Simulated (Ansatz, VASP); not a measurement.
One calculation of NbIn2P3, two programs

```
Nb In P
1.0
     3.82754    0.00000    0.00000
     0.00000    3.82754    0.00000
     0.00000    0.00000    8.28882
Nb In P
1 2 3
Direct
  0.00000 0.00000 0.29309
  0.00000 0.50000 0.70784
  0.50000 0.00000 0.70784
  0.00000 0.50000 0.07742
  0.50000 0.00000 0.07742
  0.50000 0.50000 0.39147
```

Alike in both runs: functional PBE; k mesh 4 × 4 × 2; occupations gaussian, width 0.1 eV; no spin polarisation.

Ansatz relaxed the structure, and its values are those at the end. VASP's run is a single point on that final structure, the one shown.

|  | VASP | Ansatz |
| --- | --- | --- |
| version | VASP 6.6.1 | Ansatz 0.2.0 |
| potentials or method | VASP PAW PBE potentials, release 64 (Nb_sv, In_d, P), cutoff 520 eV | scalar-relativistic, plane waves, PAW |
| valence electrons in the cell | 54 | 54 |

Ansatz gave:

| Property | Result |
| --- | --- |
| gap on the k mesh at the Fermi level (eV) | none |
| pressure (GPa) | 0.0 |
| rms of the force components (eV/Å) | 0.005 |

**Question.** Which values does VASP return?

**Answer.** gap on the k mesh at the Fermi level (eV): none; pressure (GPa): -0.1; rms of the force components (eV/Å): 0.004.

A gap of «none» marks a metal or a gap that the smearing closes.

The k mesh is coarse, so the values compare programs but aren't converged.
